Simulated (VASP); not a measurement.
Input of a VASP 6.6.1 run:

File INCAR:

```
SYSTEM = C
PREC = Accurate ; ENCUT = 520
EDIFF = 1E-7 ; ISMEAR = 0
SIGMA = 0.01 ; LREAL = .False.
LASPH = .True. ; NELM = 100
ALGO = Normal ; ISIF = 2
LWAVE = .False. ; LCHARG = .False.
GGA = PS ; NBANDS = 11
```

The input KPOINTS:

```
regular mesh
0
Gamma
  12 12 12
  0 0 0
```

The input POSCAR:

```
C
1.0
    1.7769037248      1.7769037248      0.0000000000
   -1.7769037248      1.7769037248      0.0000000000
    0.0000000000      1.7769037248      1.7769037248
C
2
Direct
    0.5000000000      0.5000000000      0.0000000000
    0.7500000000      0.2500000000      0.5000000000
```

Potentials or basis: VASP PAW PBE potentials, release 64 (C).

Launch:

```bash
$ cat potpaw_PBE.64/C/POTCAR > POTCAR
$ mpirun -np 1 vasp_std > vasp.out
```

Task: Estimate the band gap on the k mesh.

Result: 4.06 eV, indirect (least direct gap 5.57 eV).

Task: Estimate the pressure.

Result: 1.1 GPa.

Caveat: the PAW data sets were made with another functional, which shifts forces and pressure a little. A k mesh can miss the band edges.
